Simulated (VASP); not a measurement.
A run of VASP 6.6.1 is set up as follows.

Contents of INCAR:

```
PREC = Accurate
ENCUT = 520
EDIFF = 1E-7
ISMEAR = 0
SIGMA = 0.02
LREAL = False
LASPH = True
NELM = 100
ALGO = Normal
ISIF = 2
LWAVE = False
LCHARG = True
GGA = PS
LELF = True
LVHAR = True
NBANDS = 11
```

KPOINTS

```
regular mesh
0
Gamma
  10 10 10
```

File POSCAR:

```
MgO
1.0
    0.0000000000      2.1074622355      2.1074622355
    2.1074622355      0.0000000000      2.1074622355
    2.1074622355      2.1074622355      0.0000000000
Mg O
1 1
Direct
    0.0000000000      0.0000000000      0.0000000000
    0.5000000000      0.5000000000      0.5000000000
```

Potentials or basis: VASP PAW PBE potentials, release 64 (Mg, O).

Command:

```bash
$ cat potpaw_PBE.64/Mg/POTCAR potpaw_PBE.64/O/POTCAR > POTCAR
$ mpirun -np 1 vasp_std > vasp.out
```

Problem. Predict the band gap on the k mesh.

Solution. 4.61 eV, direct.

Problem. Predict the pressure.

Solution. -0.6 GPa.

Caveat: the PAW data sets were made with another functional, which shifts forces and pressure a little.

**What was measured.**

From “Electronic structure of alkaline earth and post-transition metal oxides”, 2009, arxiv:0908.1581, for a bulk crystal of MgO: band gap 7.83 eV.

A measured gap of MgO is 7.83 eV (quoted in “Electronic structure of alkaline earth and post-transition metal oxides”, 2009, arxiv:0908.1581); the calculated 4.61 eV misses it by -3.22 eV. The value is that of PBEsol, without temperature or zero-point motion. Semilocal functionals fall short of measured gaps as a rule.
